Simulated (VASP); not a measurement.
Here is a VASP 6.6.1 calculation.

Contents of POSCAR:

```
TiO2
1.0
    0.0000000000      2.3488907075      2.4100370780
    2.3488907075      0.0000000000      2.4100370780
    2.3488907075      2.3488907075      0.0000000000
Ti O
1 2
Direct
    0.0000000000      0.0000000000      0.0000000000
    0.2500000000      0.2500000000      0.2500000000
    0.7500000000      0.7500000000      0.7500000000
```

Contents of INCAR.step1:

```
SYSTEM = TiO2
PREC = Accurate ; ENCUT = 520
ISMEAR = 0 ; SIGMA = 0.01
LREAL = .False. ; LASPH = .True.
NELM = 60 ; NBANDS = 19
GGA = PE ; ALGO = Normal
EDIFF = 1E-4 ; LWAVE = .True.
LCHARG = .False.
```

INCAR.step2

```
SYSTEM = TiO2
PREC = Accurate ; ENCUT = 520
EDIFF = 1E-6 ; ISMEAR = 0
SIGMA = 0.01 ; LREAL = .False.
LASPH = .True. ; NELM = 60
ALGO = Normal ; ISIF = 2
LWAVE = .False. ; LCHARG = .False.
METAGGA = R2SCAN ; LMIXTAU = .True.
NBANDS = 19 ; ISTART = 1
```

KPOINTS

```
regular mesh
0
Gamma
  10 10 10
  0 0 0
```

Potentials or basis: VASP PAW PBE potentials, release 64 (Ti_sv, O).

The run is started by

```bash
$ cat potpaw_PBE.64/Ti_sv/POTCAR potpaw_PBE.64/O/POTCAR > POTCAR
$ cp INCAR.step1 INCAR
$ mpirun -np 1 vasp_std > vasp.out
$ cp INCAR.step2 INCAR
$ mpirun -np 1 vasp_std > vasp.out
```

(1) Estimate the pressure.

(2) Estimate the band gap on the k mesh.

Answers

(1) 12.2 GPa.

(2) 1.40 eV (least direct gap 2.11 eV).

Caveat: the cell differs from its parent crystal (epitaxial xy strain -2.0%); the cell stands under pressure; the PAW data sets were made with another functional, which shifts forces and pressure a little.
